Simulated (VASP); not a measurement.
Here is a VASP 6.6.1 calculation.

File INCAR:

```
PREC     = Accurate       # precision mode
ENCUT    = 520            # plane-wave cutoff, eV
EDIFF    = 1E-6           # SCF threshold, eV
ISMEAR   = 0              # smearing method
SIGMA    = 0.1            # smearing width, eV
LREAL    = False          # projectors in reciprocal space
LASPH    = True           # aspherical terms in the spheres
NELM     = 100            # most SCF steps
ALGO     = Normal         # electronic algorithm
ISIF     = 2              # what is computed and relaxed
LWAVE    = False          # write WAVECAR
LCHARG   = True           # write CHGCAR
GGA      = PE             # functional
LELF     = True           # ELF
LVHAR    = True         
NBANDS   = 29             # bands
```

KPOINTS

```
regular mesh
0
Gamma
  8 8 8
```

POSCAR

```
BiCl3O
1.0
    5.3986922779      0.0000000000      0.0000000000
    0.0000000000      5.3986922779      0.0000000000
    0.0000000000      0.0000000000      5.3986922779
Bi Cl O
1 3 1
Direct
    0.5000000000      0.5000000000      0.5000000000
    0.0000000000      0.5000000000      0.5000000000
    0.5000000000      0.0000000000      0.5000000000
    0.5000000000      0.5000000000      0.0000000000
    0.0000000000      0.0000000000      0.0000000000
```

Potentials or basis: VASP PAW PBE potentials, release 64 (Bi_d, Cl, O).

Command:

```bash
$ cat potpaw_PBE.64/Bi_d/POTCAR potpaw_PBE.64/Cl/POTCAR potpaw_PBE.64/O/POTCAR > POTCAR
$ mpirun -np 1 vasp_std > vasp.out
```

Question: What does it give for the pressure?

Answer: -0.1 GPa.

Question: Estimate the band gap on the k mesh.

Answer: Zero (bands 21 and 22 overlap by 0.06 eV).

Caveat: spin-orbit coupling is left out, which moves the levels of the heavy elements.
